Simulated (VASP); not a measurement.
Set up this calculation in VASP 6.6.1, as the native input.

| Item | Value |
| --- | --- |
| Task | single point |
| Functional | LDA |
| Potentials or basis | VASP PAW LDA potentials, release 64 (Ge_d) |
| Cutoff | 520 eV |
| k mesh | 12 × 12 × 1 |
| Occupations | gaussian, width 0.1 eV |
| Spin | no spin polarisation |
| Dipole correction | yes |
| Further INCAR settings | ALGO = Normal; EDIFF = 1e-07; NBANDS = 21 |

The structure of Ge lies in POSCAR:

```
Ge
1.0
    4.1490000000      0.0000000000      0.0000000000
   -2.0745000000      3.5931394003      0.0000000000
    0.0000000000      0.0000000000     28.0000000000
Ge
2
Direct
    0.3333333333      0.6666666667      0.5000000000
    0.6666666667      0.3333333333      0.5000000000
```

One way to write it, as run:

INCAR

```
SYSTEM = Ge
PREC = Accurate ; ENCUT = 520
EDIFF = 1E-7 ; ISMEAR = 0
SIGMA = 0.1 ; LREAL = .False.
LASPH = .True. ; NELM = 60
ALGO = Normal ; ISIF = 2
LWAVE = .False. ; LCHARG = .False.
LDIPOL = .True. ; IDIPOL = 3
DIPOL = 0.5 0.5 0.500 ; NBANDS = 21
```

KPOINTS

```
Automatic mesh
0
Gamma
  12 12 1
  0 0 0
```

Potentials or basis: VASP PAW LDA potentials, release 64 (Ge_d).

Launch:

```sh
$ cat potpaw_LDA.64/Ge_d/POTCAR > POTCAR
$ mpirun -np 1 vasp_std > vasp.out
```

It gave:

| Quantity | Value |
| --- | --- |
| Band gap on the k mesh | zero (band 14 reaches -3.55 eV, above the bottom of band 15 at -5.29 eV) |

It took 6.7 min on 1 thread of AMD EPYC 7R43 64-Core Processor (Zen 3), on a shared host, peak memory 0.38 GiB.
